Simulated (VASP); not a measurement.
**Ni: single point with RPBE**

Ni:

```xyz
3
Lattice="4.1846 0.0000 0.0000 -2.0923 3.6240 0.0000 0.0000 0.0000 2.5373" Properties=species:S:1:pos:R:3 pbc="T T T"
Ni    0.0000    0.0000    0.0000
Ni    0.0000    2.4160    1.2686
Ni    2.0923    1.2080    1.2686
```

This isn't the form of Ni at room conditions, which is fcc.

```json
{
  "Program": "VASP 6.6.1",
  "Task": "single point",
  "Functional": "RPBE",
  "Potentials or basis": "VASP PAW PBE potentials, release 64 (Ni)",
  "Cutoff": "520 eV",
  "k mesh": "10 × 10 × 14",
  "Occupations": "fermi-dirac, width 0.05 eV",
  "Spin": "collinear spin, ferromagnetic start",
  "Starting moments": "[0.675, 0.715, 0.715] μB"
}
```

The pressure is -14.2 GPa. The band gap on the k mesh is zero (filled and empty bands overlap). The net moment is 2.02 μB per cell, the site moments are Ni +0.68, +0.71 (each value once) μB and the valence electrons inside the program's atomic spheres are Ni 9.02, 9.10 (each value once).

Stress tensor (GPa, compression positive):
```
-14.48   0.00   0.00
  0.00 -14.48   0.00
  0.00   0.00 -13.64
```

Levels at points of the mesh, in eV from the Fermi level:
Spin up:
```tsv
k point	band 12	band 13	band 14	band 15	band 16	band 17	band 18	band 19	band 20	band 21
(0.00, 0.00, 0.00)	-1.39	-1.37	-1.37	-0.55	-0.55	5.39	5.39	5.41	5.41	7.06
(0.50, 0.00, 0.00)	-0.93	-0.79	-0.79	-0.74	-0.74	-0.60	0.35	5.12	14.12	14.14
(0.00, 0.00, 0.50)	-0.81	-0.79	-0.79	-0.32	0.63	1.23	8.93	9.18	9.18	10.38
(0.50, 0.00, 0.50)	-1.05	-0.76	-0.63	-0.49	1.52	1.67	4.36	4.51	7.48	8.35
```
Spin down:
| k point | band 12 | band 13 | band 14 | band 15 | band 16 | band 17 |
| --- | --- | --- | --- | --- | --- | --- |
| (0.00, 0.00, 0.00) | -0.70 | -0.65 | -0.65 | 0.21 | 0.21 | 5.60 |
| (0.50, 0.00, 0.00) | -0.20 | -0.04 | -0.03 | -0.01 | 0.09 | 0.23 |
| (0.00, 0.00, 0.50) | -0.08 | 0.07 | 0.07 | 0.63 | 1.19 | 1.85 |
| (0.50, 0.00, 0.50) | -0.19 | -0.03 | 0.13 | 0.43 | 1.78 | 1.88 |

It took 2.7 min on 1 thread of Intel(R) Xeon(R) Platinum 8488C (Sapphire Rapids) (shared host), peak memory 0.27 GiB.

Caveat: the cell stands under tension; the PAW data sets were made with another functional, which shifts forces and pressure a little.
